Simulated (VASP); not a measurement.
BeTe:

```
Be Te
1.0
     0.00000    2.77000    2.77000
     2.77000    0.00000    2.77000
     2.77000    2.77000    0.00000
Be Te
1 1
Cartesian
  0.0000 0.0000 0.0000
  1.3850 1.3850 1.3850
```

- Program: VASP 6.6.1
- Task: relaxation of cell and atoms
- Functional: PBE
- Potentials or basis: VASP PAW PBE potentials, release 64 (Be, Te)
- Cutoff: 600 eV
- k mesh: 6 × 6 × 6
- Occupations: gaussian, width 0.1 eV
- Spin: no spin polarisation

At the start: pressure 4.5 GPa; volume 21.25 Å³/atom.

How do energy, volume and symmetry change on relaxing?

Over 3 steps the energy falls by 20.2 meV/atom and the volume is 22.78 Å³/atom (+7.2 %); space group F-43m (No. 216, to 0.05 Å).

Step by step:
```
step  energy change (eV)  largest force (eV/Å)  pressure (GPa)  volume (Å³)
   1              0.0000                0.0000            4.50        42.51
   2             -0.0384                0.0000           -0.86        46.29
   3             -0.0404                0.0000            0.01        45.55
```

Final structure:
```xyz
2
Lattice="0.0000 2.8346 2.8346 2.8346 0.0000 2.8346 2.8346 2.8346 0.0000" Properties=species:S:1:pos:R:3 pbc="T T T"
Be    0.0000    0.0000    0.0000
Te    1.4173    1.4173    1.4173
```
